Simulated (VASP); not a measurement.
# MgSi11O24 (a cell with a defect) in VASP: notebook

MgSi11O24 (a cell with a defect) is run at these levels: PBEsol; tasks: relaxation of the atoms, single point.

Program: VASP 6.6.1. These are calculated values, not measurements. Logs are shortened: lines on timing, memory, paths and dates and some standing lists are left out, and cuts for length are marked.

## 1. The cell of the first run

The cell holds a defect, 72 atoms: a = 8.389 Å, b = 8.389 Å, c = 8.036 Å, α = 90.00°, β = 90.00°, γ = 90.00°.

## 2. Relaxation of the atoms, PBEsol

The input, INCAR:

```
PREC = Accurate
ENCUT = 520
EDIFF = 1E-7
ISMEAR = -1
SIGMA = 0.05
LREAL = Auto
LASPH = True
NELM = 120
ALGO = Normal
ISIF = 2
LWAVE = False
LCHARG = False
GGA = PS
IBRION = 2
NSW = 100
EDIFFG = -0.03
ISYM = -1
GGA_COMPAT = False
NELMIN = 4
KPAR = 1
```

The input, KPOINTS:

```
explicit points
1
Reciprocal
  0.25000000   0.25000000   0.25000000 1
```

The input, POSCAR:

```
MgSi11O24
1.0
    8.3886930000      0.0000000000      0.0000000000
    0.0000000000      8.3886930000      0.0000000000
    0.0000000000      0.0000000000      8.0356430000
Mg Si O
2 22 48
Direct
    0.0023210000      0.0025550000      0.9973150000
    0.5018660000      0.4965230000      0.3306240000
    0.9981500000      0.9976980000      0.3304440000
    0.9981640000      0.0022880000      0.6690470000
    0.0028730000      0.4980460000      0.0000120000
    0.0019470000      0.5006660000      0.3323930000
    0.9974670000      0.4975970000      0.6650010000
    0.4973220000      0.0024570000      0.0033360000
    0.5000270000      0.9985220000      0.3297160000
    0.5031010000      0.9994780000      0.6685160000
    0.4972400000      0.4965190000      0.0022630000
    0.5008090000      0.4992040000      0.6656080000
    0.2521180000      0.2507950000      0.1677050000
    0.2512020000      0.2509680000      0.4985950000
    0.2480410000      0.2477730000      0.8360490000
    0.2489730000      0.7518630000      0.1693700000
    0.2493170000      0.7519280000      0.5000200000
    0.2480770000      0.7512460000      0.8329360000
    0.7540460000      0.2526700000      0.1659450000
    0.7526270000      0.2542340000      0.4994150000
    0.7508760000      0.2490150000      0.8324800000
    0.7469860000      0.7500370000      0.1679030000
    0.7502450000      0.7534690000      0.4994110000
    0.7521490000      0.7496440000      0.8330720000
    0.1484330000      0.1512600000      0.0001070000
    0.1570270000      0.1540660000      0.3339650000
    0.1532050000      0.1530940000      0.6603950000
    0.1487730000      0.6508180000      0.9984230000
    0.1514650000      0.6530040000      0.3359510000
    0.1494770000      0.6538260000      0.6653590000
    0.6554460000      0.1545360000      0.0029370000
    0.6541910000      0.1494000000      0.3326860000
    0.6538850000      0.1501610000      0.6632320000
    0.6547520000      0.6545310000      0.9969980000
    0.6522540000      0.6488030000      0.3341140000
    0.6515020000      0.6532620000      0.6697000000
    0.3487820000      0.3496420000      0.0030540000
    0.3488530000      0.3442110000      0.3315630000
    0.3443290000      0.3439300000      0.6682920000
    0.3466790000      0.8472200000      0.9991440000
    0.3446680000      0.8542590000      0.3352620000
    0.3490900000      0.8419270000      0.6705090000
    0.8442140000      0.3516210000      0.9982630000
    0.8470630000      0.3542540000      0.3304160000
    0.8463620000      0.3468270000      0.6701630000
    0.8489140000      0.8465790000      0.9953710000
    0.8495960000      0.8518120000      0.3319600000
    0.8460680000      0.8482850000      0.6692600000
    0.0973290000      0.4008660000      0.1661900000
    0.0968550000      0.3990880000      0.5044810000
    0.1003730000      0.4027990000      0.8314350000
    0.0966940000      0.8990420000      0.1628900000
    0.0908620000      0.9059500000      0.5009630000
    0.1007050000      0.9032640000      0.8295500000
    0.5965620000      0.4038470000      0.1637060000
    0.5968610000      0.4017940000      0.5001440000
    0.5951200000      0.4042340000      0.8336540000
    0.5990530000      0.9022610000      0.1649010000
    0.6011030000      0.9066260000      0.5002780000
    0.5989610000      0.9012270000      0.8293610000
    0.4008340000      0.0936290000      0.1641000000
    0.3992920000      0.0953440000      0.5015190000
    0.4016500000      0.0992330000      0.8362420000
    0.4045310000      0.6002610000      0.1651360000
    0.4021560000      0.5952790000      0.4971180000
    0.3998160000      0.5970200000      0.8304720000
    0.9045810000      0.1026040000      0.1701200000
    0.9043520000      0.0944240000      0.5042150000
    0.9075930000      0.0962160000      0.8356060000
    0.9040260000      0.5987140000      0.1665050000
    0.9017760000      0.5956110000      0.5040720000
    0.9043650000      0.5971330000      0.8300790000
```

Potentials or basis: VASP PAW PBE potentials, release 64 (Mg, Si, O).

Launch:

```console
cat potpaw_PBE.64/Mg/POTCAR potpaw_PBE.64/Si/POTCAR potpaw_PBE.64/O/POTCAR > POTCAR
mpirun -np 4 vasp_std > vasp.out
```

OUTCAR:

```text
PREC = Accurate
   ENCUT = 520
   EDIFF = 1E-7
   ISMEAR = -1
   LREAL = Auto
   LASPH = True
   NELM = 120
   ISIF = 2
   GGA = PS
   IBRION = 2
   NSW = 100
   EDIFFG = -0.03
   ISYM = -1
   NELMIN = 4

 ion  position               nearest neighbor table
   1  0.002  0.003  0.997-  69 1.71  25 1.75  52 1.78  54 1.79  67 1.82  46 1.84   4 2.64   3 2.68
                            15 3.19  18 3.23  21 3.24  19 3.25  13 3.26  16 3.26  24 3.26  22 3.31
   2  0.502  0.497  0.331-  55 1.74  56 1.77  65 1.78  64 1.79  35 1.80  38 1.81  11 2.64  12 2.69
                            13 3.22  20 3.22  19 3.23  22 3.23  14 3.24  16 3.28  23 3.29  17 3.31
   3  0.998  0.998  0.330-  67 1.75  47 1.75  53 1.75  52 1.78  68 1.80  26 1.87   1 2.68   4 2.72

   4  0.998  0.002  0.669-  68 1.72  69 1.73  53 1.76  54 1.76  27 1.82  48 1.82   1 2.64   3 2.72

   5  0.003  0.498  0.000-  49 1.75  28 1.77  51 1.77  70 1.79  72 1.80  43 1.81   6 2.67   7 2.69

   6  0.002  0.501  0.332-  49 1.77  70 1.77  44 1.79  29 1.79  71 1.80  50 1.81   5 2.67   7 2.67

   7  0.997  0.498  0.665-  71 1.73  50 1.74  72 1.75  51 1.78  45 1.79  30 1.83   6 2.67   5 2.69

   8  0.497  0.002  0.003-  61 1.71  63 1.76  58 1.77  40 1.81  31 1.84  60 1.84   9 2.62  10 2.69
[... 79 lines left out ...]
  71  0.902  0.596  0.504-   7 1.73   6 1.80  23 1.84
  72  0.904  0.597  0.830-   7 1.75   5 1.80  24 1.81

IMPORTANT INFORMATION: All symmetrisations will be switched off!
NOSYMM: (Re-)initialisation of all symmetry stuff for point group C_1.

----------------------------------------------------------------------------------------

                                     Primitive cell

  volume of cell :     565.4696

  direct lattice vectors                    reciprocal lattice vectors
     8.388693000  0.000000000  0.000000000     0.119208082  0.000000000  0.000000000
     0.000000000  8.388693000  0.000000000     0.000000000  0.119208082  0.000000000
     0.000000000  0.000000000  8.035643000     0.000000000  0.000000000  0.124445548

  length of vectors
     8.388693000  8.388693000  8.035643000     0.119208082  0.119208082  0.124445548

  position of ions in fractional coordinates (direct lattice)
     0.002321000  0.002555000  0.997315000
     0.501866000  0.496523000  0.330624000
     0.998150000  0.997698000  0.330444000
     0.998164000  0.002288000  0.669047000
     0.002873000  0.498046000  0.000012000
     0.001947000  0.500666000  0.332393000
[... 64 lines left out ...]
     0.901776000  0.595611000  0.504072000
     0.904365000  0.597133000  0.830079000

  ion indices of the primitive-cell ions
   primitive index   ion index
                 1           1
                 2           2
                 3           3
                 4           4
                 5           5
                 6           6
[... 64 lines left out ...]
                71          71
                72          72

----------------------------------------------------------------------------------------

 KPOINTS: explicit points

Read explicit list of k-points.

 Found      1 k-points:

 Following reciprocal coordinates:
            Coordinates               Weight
  0.250000  0.250000  0.250000      1.000000
   k-points           NKPTS =      1   k-points in BZ     NKDIM =      1   number of bands    NBANDS=    228
   number of dos      NEDOS =    301   number of ions     NIONS =     72
   total plane-waves  NPLWV = 245760
   dimension x,y,z NGX =    64 NGY =   64 NGZ =   60
   dimension x,y,z NGXF=   128 NGYF=  128 NGZF=  120
   ions per type =               2  22  48
   NGX,Y,Z   is equivalent  to a cutoff of  12.68, 12.68, 12.41 a.u.
   NGXF,Y,Z  is equivalent  to a cutoff of  25.37, 25.37, 24.83 a.u.
 SYSTEM =  unknown system
   PREC   = accura    normal or accurate (medium, high low for compatibility)
   ISTART =      0    job   : 0-new  1-cont  2-samecut
   ICHARG =      2    charge: 1-file 2-atom 10-const
   ISPIN  =      1    spin polarized calculation?
   LNONCOLLINEAR =      F non collinear calculations
[... 34 lines left out ...]
   LRPA    =     F    only Hartree local field effects (RPA)
 conjugate gradient relaxation of ions
 non-spin polarized calculation
  energy-cutoff  :      520.00
  volume of cell :      565.47
 maximum number of plane-waves:     15222
 NGX is ok and might be reduce to    64
   NGX = 31   NGY = 31   NGZ = 29

--------------------------------------- Ionic step        1  -------------------------------------------

 number of electron     380.0000021 magnetization

 Free energy of the ion-electron system (eV)
  ---------------------------------------------------
  ext. energy  EPLUGINS =         0.00000000
  ---------------------------------------------------
  free energy    TOTEN  =      -564.57974342 eV

  energy without entropy =     -564.40590260  energy(sigma->0) =     -564.49282301

------------------------ aborting loop because EDIFF is reached ----------------------------------------

  FORCE on cell =-STRESS in cart. coord.  units (eV):
  Direction    XX          YY          ZZ          XY          YZ          ZX
  --------------------------------------------------------------------------------------
  -------------------------------------------------------------------------------------
  Total       25.5470393     26.4899886     37.0405526      8.9735497     -0.5141865      1.5467983
  in kB       72.3838907     75.0556029    104.9491205     25.4252727     -1.4568741      4.3826323
  external PRESSURE =      84.1295380 kB  Pullay stress =       0.0000000 kB
[... 299 lines left out ...]
  FREE ENERGIE OF THE ION-ELECTRON SYSTEM (eV)
  ---------------------------------------------------
  free  energy   TOTEN  =      -568.8555032226 eV

  energy  without entropy=     -568.6902535741  energy(sigma->0) =     -568.77287840

[... ionic steps 4 to 12 ...]

--------------------------------------- Ionic step       13  -------------------------------------------

 number of electron     379.9999850 magnetization

------------------------ aborting loop because EDIFF is reached ----------------------------------------

  FORCE on cell =-STRESS in cart. coord.  units (eV):
  Direction    XX          YY          ZZ          XY          YZ          ZX
  --------------------------------------------------------------------------------------
  -------------------------------------------------------------------------------------
  Total       24.9712258     24.7569003     36.3873859     11.2396655      0.1276791      0.1577761
  in kB       70.7524053     70.1451444    103.0984659     31.8459885      0.3617605      0.4470361
  external PRESSURE =      81.3320052 kB  Pullay stress =       0.0000000 kB
[... 197 lines left out ...]
  energy  without entropy=     -569.3674633901  energy(sigma->0) =     -569.45061361

--------------------------------------- Ionic step       15  -------------------------------------------

 number of electron     379.9999849 magnetization

 Free energy of the ion-electron system (eV)
  ---------------------------------------------------
  ext. energy  EPLUGINS =         0.00000000
  ---------------------------------------------------
  free energy    TOTEN  =      -569.53376738 eV

  energy without entropy =     -569.36748466  energy(sigma->0) =     -569.45062602

 E-fermi :   6.9150     XC(G=0): -12.4189

 val. band max:        6.9149023318   @ k =   0.2500   0.2500   0.2500
 cond. band min:       7.3819165297   @ k =   0.2500   0.2500   0.2500
 fundamental gap:      0.4670141979
 Fermi energy:         6.9149972336

 k-point     1 :       0.2500    0.2500    0.2500
  band No.  band energies     occupation
      1     -14.5976      2.00000
      2     -14.1512      2.00000
      3     -13.9466      2.00000
      4     -13.7361      2.00000
      5     -13.5030      2.00000
      6     -13.4605      2.00000
[... 194 lines left out ...]
    201      15.6031      0.00000
    202      15.6347      0.00000
 [bands above 202 left out]

------------------------ aborting loop because EDIFF is reached ----------------------------------------

  FORCE on cell =-STRESS in cart. coord.  units (eV):
  Direction    XX          YY          ZZ          XY          YZ          ZX
  --------------------------------------------------------------------------------------
  -------------------------------------------------------------------------------------
  Total       24.9451254     24.7450749     36.3830814     11.2520746      0.1258744      0.1617791
  in kB       70.6784536     70.1116391    103.0862697     31.8811478      0.3566470      0.4583779
  external PRESSURE =      81.2921208 kB  Pullay stress =       0.0000000 kB
[... 87 lines left out ...]
  FREE ENERGIE OF THE ION-ELECTRON SYSTEM (eV)
  ---------------------------------------------------
  free  energy   TOTEN  =      -569.5337673781 eV

  energy  without entropy=     -569.3674846565  energy(sigma->0) =     -569.45062602

 reached required accuracy - stopping structural energy minimisation
```

Run time: 8.8 min. Hardware: 4 MPI ranks of Intel Xeon Platinum 8488C (Sapphire Rapids), shared host; peak memory 0.27 GiB.

What came out:

| Item | Value |
| --- | --- |
| Free energy | -569.5338 eV |
| Energy gained by relaxing | 68.8 meV/atom |
| Ionic steps | 15 |
| Pressure after relaxing | 8.1 GPa |
| Largest force after relaxing | 0.030 eV/Å |

Forces in eV/Å, atoms in the order of the input:
```
Mg   0.001 -0.009  0.003
Mg   0.001  0.006  0.009
Si  -0.001 -0.010  0.027
Si  -0.004 -0.010 -0.002
Si  -0.010 -0.005  0.005
Si   0.000  0.008 -0.008
Si  -0.006  0.001  0.001
Si  -0.002 -0.002  0.000
Si   0.004 -0.003 -0.003
Si   0.001  0.002 -0.004
Si   0.001 -0.009 -0.009
Si   0.019  0.002 -0.018
Si  -0.010 -0.005 -0.009
Si  -0.006  0.002 -0.029
Si  -0.002  0.005  0.022
Si   0.001 -0.001 -0.002
Si   0.000  0.008  0.009
Si   0.000  0.002 -0.008
Si   0.001 -0.002  0.003
Si   0.008 -0.003  0.013
Si   0.003 -0.008 -0.004
Si   0.005  0.004 -0.009
Si   0.008  0.005 -0.006
Si   0.004  0.004  0.023
O    0.001  0.016 -0.009
O   -0.005  0.022  0.007
O   -0.001  0.005 -0.005
O    0.000 -0.005  0.000
O   -0.002  0.002  0.002
O   -0.009 -0.008 -0.002
O   -0.012 -0.001  0.002
O   -0.001 -0.005  0.003
O   -0.010 -0.005 -0.001
O    0.012  0.010  0.000
O   -0.018 -0.009  0.008
O    0.002 -0.004  0.003
O    0.003 -0.001 -0.009
O   -0.003  0.007  0.014
O   -0.001  0.002 -0.001
O    0.000 -0.003 -0.006
O   -0.009  0.006 -0.005
O    0.002  0.005  0.004
O    0.000 -0.004  0.003
O    0.016 -0.009 -0.004
O    0.014 -0.007  0.003
O    0.007  0.002  0.001
O    0.018 -0.010  0.006
O    0.004  0.000 -0.007
O   -0.015  0.015 -0.004
O   -0.001  0.003 -0.004
O   -0.002  0.001  0.002
O    0.006 -0.002 -0.001
O   -0.005 -0.002  0.004
O    0.002  0.005  0.003
O    0.011 -0.012 -0.005
O   -0.002  0.010  0.001
O    0.000  0.010  0.000
O   -0.013  0.017  0.005
O   -0.007  0.012 -0.004
O   -0.007  0.015  0.004
O    0.003 -0.009 -0.003
O   -0.008  0.001 -0.014
O   -0.001  0.000  0.006
O   -0.009  0.013 -0.012
O    0.018  0.001  0.007
O    0.008  0.001  0.000
O   -0.020 -0.009  0.003
O    0.003 -0.013 -0.001
O   -0.001  0.001  0.001
O    0.014 -0.019  0.000
O   -0.004 -0.018 -0.005
O    0.010 -0.008  0.006
```

Step by step:
| step | energy change (eV) | largest force (eV/Å) | pressure (GPa) |
| --- | --- | --- | --- |
| 1 | 0.0000 | 6.7287 | 8.41 |
| 2 | -0.8571 | 7.6282 | 12.07 |
| 3 | -4.2758 | 1.5018 | 8.12 |
| 4 | -4.7494 | 1.2241 | 8.04 |
| 5 | -4.7867 | 0.7458 | 7.97 |
| 6 | -4.8932 | 0.4958 | 8.11 |
| 7 | -4.8958 | 0.3735 | 8.08 |
| 8 | -4.9343 | 0.2769 | 8.16 |
| 9 | -4.9343 | 0.2823 | 8.16 |
| 10 | -4.9484 | 0.1900 | 8.15 |
| 11 | -4.9488 | 0.1402 | 8.15 |
| 12 | -4.9532 | 0.0635 | 8.13 |
| 13 | -4.9532 | 0.0529 | 8.13 |
| 14 | -4.9540 | 0.0323 | 8.13 |
| 15 | -4.9540 | 0.0299 | 8.13 |

Caveat: the PAW data sets were made with another functional, which shifts forces and pressure a little.

[end of part 1 of 2]
